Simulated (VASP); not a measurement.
A run of VASP 6.6.1:

File INCAR:

```
SYSTEM = WC
  PREC = Accurate
  ENCUT = 520
  EDIFF = 1E-6
  ISMEAR = 0
  SIGMA = 0.1
  LREAL = .FALSE.
  LASPH = .TRUE.
  NELM = 100
  ALGO = Normal
  ISIF = 2
  LWAVE = .FALSE.
  LCHARG = .FALSE.
  GGA = PE
  NBANDS = 16
```

Contents of KPOINTS:

```
Automatic mesh
0
G
  9 9 6
  0 0 0
```

The input POSCAR:

```
WC
1.0
    2.9065000000      0.0000000000      0.0000000000
   -1.4532500000      2.5171028361      0.0000000000
    0.0000000000      0.0000000000      2.8366000000
W C
1 1
Direct
    0.0000000000      0.0000000000      0.0000000000
    0.6666666667      0.3333333333      0.5000000000
```

Potentials or basis: VASP PAW PBE potentials, release 64 (W_sv, C).

Launch:

```console
$ cat potpaw_PBE.64/W_sv/POTCAR potpaw_PBE.64/C/POTCAR > POTCAR
$ mpirun -np 1 vasp_std > vasp.out
```

Hardware: 1 thread of Intel(R) Xeon(R) 6975P-C (Granite Rapids), with other jobs on the host.

Task: How long does it take, and how much memory?

Result: It took 5.1 s on 1 thread of Intel(R) Xeon(R) 6975P-C (Granite Rapids) (shared host), peak memory 0.14 GiB. Counts: scf iterations 12, k points 48.
